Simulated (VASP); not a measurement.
# AlFe (P1) in VASP: notebook, part 2 of 2

VASP 6.6.1.

## 3. Single point, PBE, collinear spin, antiferromagnetic start

Contents of INCAR:

```
PREC = Accurate ; ENCUT = 520
EDIFF = 1E-7 ; ISMEAR = -1
SIGMA = 0.1 ; LREAL = F
LASPH = T ; NELM = 150
ALGO = Normal ; ISIF = 2
LWAVE = F ; LCHARG = F
ISPIN = 2 ; MAGMOM = 4 -4 -4 4 0 0 0 0
LORBIT = 11 ; LMAXMIX = 4
GGA = PE ; NBANDS = 36
```

Contents of KPOINTS:

```
regular mesh
0
Gamma
  1 1 1
```

Contents of POSCAR:

```
AlFe
1.0
    6.1951993290      0.0000000000      0.0000000000
    0.0000000000      6.1951993290      0.0000000000
    0.0000000000      0.0000000000      3.0975996640
Fe Al
4 4
Direct
    0.0054509800     -0.0034117650      0.0241960780
   -0.0087450980      0.5067843140      0.0289019610
    0.5092156860      0.0045882350      0.0275686270
    0.4958823530      0.4955686270      0.0131372550
    0.2541960780      0.2529411760      0.5278823530
    0.2549019610      0.7532549020      0.5187058820
    0.7456470590      0.2463529410      0.5292941180
    0.7403921570      0.7504313730      0.5258431370
```

Potentials or basis: VASP PAW PBE potentials, release 64 (Fe, Al).

Command:

```console
$ cat potpaw_PBE.64/Fe/POTCAR potpaw_PBE.64/Al/POTCAR > POTCAR
$ mpirun -np 1 vasp_gam > vasp.out
```

OUTCAR:

```text
PREC = Accurate
   ENCUT = 520
   EDIFF = 1E-7
   ISMEAR = -1
   LREAL = F
   LASPH = T
   NELM = 150
   ISIF = 2
   ISPIN = 2
   LORBIT = 11
   GGA = PE

 ion  position               nearest neighbor table
   1  0.005  0.997  0.024-   6 2.65   6 2.67   5 2.69   5 2.71   7 2.71   8 2.72   7 2.73   8 2.73
                             2 3.04   3 3.07   3 3.12
   2  0.991  0.507  0.029-   8 2.66   8 2.67   6 2.70   7 2.70   7 2.71   6 2.74   5 2.74   5 2.75
                             1 3.04   4 3.07
   3  0.509  0.005  0.028-   7 2.60   7 2.61   8 2.63   8 2.64   6 2.69   5 2.69   5 2.70   6 2.72
                             4 3.04   1 3.07   1 3.12
   4  0.496  0.496  0.013-   5 2.60   7 2.65   5 2.65   8 2.66   6 2.67   6 2.69   8 2.70   7 2.71
                             3 3.04   2 3.07
   5  0.254  0.253  0.528-   4 2.60   4 2.65   3 2.69   1 2.69   3 2.70   1 2.71   2 2.74   2 2.75
                             7 3.04   6 3.10   6 3.10   7 3.15
   6  0.255  0.753  0.519-   1 2.65   1 2.67   4 2.67   3 2.69   4 2.69   2 2.70   3 2.72   2 2.74
                             8 3.01   5 3.10   5 3.10   8 3.19
   7  0.746  0.246  0.529-   3 2.60   3 2.61   4 2.65   2 2.70   2 2.71   4 2.71   1 2.71   1 2.73
                             5 3.04   8 3.07   8 3.12   5 3.15
   8  0.740  0.750  0.526-   3 2.63   3 2.64   2 2.66   4 2.66   2 2.67   4 2.70   1 2.72   1 2.73
                             6 3.01   7 3.07   7 3.12   6 3.19

  LATTYP: Found a simple tetragonal cell.
 ALAT       =     6.1951993290
 C/A-ratio  =     0.4999999999

  Lattice vectors:

 A1 = (   6.1951993290,   0.0000000000,   0.0000000000)
 A2 = (   0.0000000000,   6.1951993290,   0.0000000000)
 A3 = (   0.0000000000,   0.0000000000,   3.0975996640)

Analysis of symmetry for initial positions (statically):
=====================================================================
 Subroutine PRICEL returns:
 Original cell was already a primitive cell.

 Routine SETGRP: Setting up the symmetry group for a
 simple tetragonal supercell.

 Subroutine GETGRP returns: Found  1 space group operations
[... 215 lines left out ...]

 k-point     1 :       0.0000    0.0000    0.0000
  band No.  band energies     occupation
      1      -3.2885      1.00000
      2       0.1303      1.00000
      3       0.1315      1.00000
      4       0.7962      1.00000
      5       0.9258      1.00000
      6       1.7464      1.00000
[... 26 lines left out ...]
     33      14.0361      0.00000
     34      14.0405      0.00000
 [bands above 34 left out]

------------------------ aborting loop because EDIFF is reached ----------------------------------------

  FORCE on cell =-STRESS in cart. coord.  units (eV):
  Direction    XX          YY          ZZ          XY          YZ          ZX
  --------------------------------------------------------------------------------------
  -------------------------------------------------------------------------------------
  Total       11.8297517     12.1194407    -58.4184303     -0.0411136      0.0170268     -0.0067428
  in kB      159.4227719    163.3267443   -787.2716426     -0.5540638      0.2294605     -0.0908692
  external PRESSURE =    -154.8407088 kB  Pullay stress =       0.0000000 kB

 VOLUME and BASIS-vectors are now :
 -----------------------------------------------------------------------------
  energy-cutoff  :      520.00
  volume of cell :      118.89
      direct lattice vectors                 reciprocal lattice vectors
     6.195199329  0.000000000  0.000000000     0.161415307  0.000000000  0.000000000
     0.000000000  6.195199329  0.000000000     0.000000000  0.161415307  0.000000000
     0.000000000  0.000000000  3.097599664     0.000000000  0.000000000  0.322830614

 POSITION                                       TOTAL-FORCE (eV/Angst)
 -----------------------------------------------------------------------------------
      0.03377      6.17406      0.07495        -0.181266      0.085676      0.036917
      6.14102      3.13963      0.08953         0.279701     -0.134336     -0.054783
      3.15469      0.02843      0.08540        -0.405261     -0.068452     -0.044711
      3.07209      3.07015      0.04069         0.140289      0.127495      0.181385
      1.57480      1.56702      1.63517        -0.097144     -0.093342     -0.060443
      1.57917      4.66656      1.60674         0.024481      0.008419      0.026787
      4.61943      1.52621      1.63954         0.150077      0.058868     -0.048345
      4.58688      4.64907      1.62885         0.089122      0.015673     -0.036806
 -----------------------------------------------------------------------------------
    total drift:                               -0.000236     -0.000543      0.000535

  FREE ENERGIE OF THE ION-ELECTRON SYSTEM (eV)
  ---------------------------------------------------
  free  energy   TOTEN  =       -58.1704181786 eV

  energy  without entropy=      -57.8434302720  energy(sigma->0) =      -58.00692423

 total charge

# of ion       s       p       d       tot
------------------------------------------
    1        0.450   0.327   6.234   7.011
    2        0.449   0.327   6.223   6.999
    3        0.459   0.332   6.322   7.114
    4        0.454   0.332   6.296   7.082
    5        0.450   0.303   0.000   0.753
    6        0.450   0.303   0.000   0.753
    7        0.450   0.306   0.000   0.756
    8        0.450   0.306   0.000   0.757
--------------------------------------------------
tot          3.612   2.537  25.075  31.224

 magnetization (x)

# of ion       s       p       d       tot
------------------------------------------
    1        0.004   0.019   2.588   2.611
    2       -0.006  -0.019  -2.605  -2.630
    3       -0.004  -0.015  -2.001  -2.020
    4        0.003   0.018   2.402   2.423
    5       -0.001  -0.002   0.000  -0.003
    6       -0.001  -0.001   0.000  -0.001
    7        0.001  -0.001   0.000   0.000
    8        0.001  -0.000   0.000   0.001
--------------------------------------------------
tot         -0.003   0.000   0.384   0.382
```

It took 3.2 min on 1 thread of Intel Xeon 8259CL, shared host; peak memory 0.25 GiB.

Results:

```yaml
Free_energy: -58.1704 eV
Pressure: -15.5 GPa
Largest_force: 0.413 eV/Å
Band_gap_on_the_k_mesh: 0.15 eV
Net_moment: 0.38 μB per cell
Site_moments: Fe +2.61, -2.63, -2.02, +2.42; Al -0.00, +0.00 μB
Valence_electrons_inside_the_program's_atomic_spheres: Fe 7.01, 7.00, 7.11, 7.08; Al 0.75, 0.76
```

Forces in eV/Å, atoms in the order of the input:
```
Fe  -0.181  0.086  0.037
Fe   0.280 -0.134 -0.055
Fe  -0.405 -0.068 -0.045
Fe   0.140  0.127  0.181
Al  -0.097 -0.093 -0.060
Al   0.024  0.008  0.027
Al   0.150  0.059 -0.048
Al   0.089  0.016 -0.037
```

Levels at points of the mesh, in eV from the valence-band top:
Spin up:
| k point | band 18 | band 19 | band 20 | band 21 | band 22 | band 23 | band 24 | band 25 | band 26 | band 27 |
| --- | --- | --- | --- | --- | --- | --- | --- | --- | --- | --- |
| (0.00, 0.00, 0.00) | -2.10 | -0.95 | -0.80 | -0.57 | 0.00 | 0.31 | 0.34 | 0.42 | 0.45 | 0.86 |
Spin down:
```
           k point  band 18  band 19  band 20  band 21  band 22  band 23  band 24  band 25
(0.00, 0.00, 0.00)    -1.94    -0.91    -0.88    -0.34     0.15     0.23     0.53     0.58
```

Caveat: the k points lie up to 2.03 Å⁻¹ apart.
